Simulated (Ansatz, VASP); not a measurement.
## Two plane-wave programs on ZnS

```
Zn S
1.0
     0.00000    2.70362    2.70362
     2.70362    0.00000    2.70362
     2.70362    2.70362    0.00000
Zn S
1 1
Cartesian
  0.0000 0.0000 0.0000
  1.3518 1.3518 1.3518
```

Alike in both runs: task relaxation of cell and atoms; functional PBEsol; k mesh 10 × 10 × 10; occupations gaussian, width 0.02 eV; no spin polarisation.

|  | VASP | Ansatz |
| --- | --- | --- |
| version | VASP 6.6.1 | Ansatz 0.2.0 |
| potentials or method | VASP PAW PBE potentials, release 64 (Zn, S), cutoff 500 eV | scalar-relativistic, plane waves, PAW |
| valence electrons in the cell | 18 | 18 |

Ansatz gave:

```
gap on the k mesh at the Fermi level, each at its own relaxed structure (eV) : 2.09
relaxed volume (Å³/atom)                                                     : 19.20
relaxed cell length with the largest relative difference (Å)                 : 3.787
```

Question: What did VASP give for the same quantities?

Answer: gap on the k mesh at the Fermi level, each at its own relaxed structure (eV): 2.08; relaxed volume (Å³/atom): 19.26; relaxed cell length with the largest relative difference (Å): 3.791.

VASP's potentials were made for PBE, not for PBEsol.
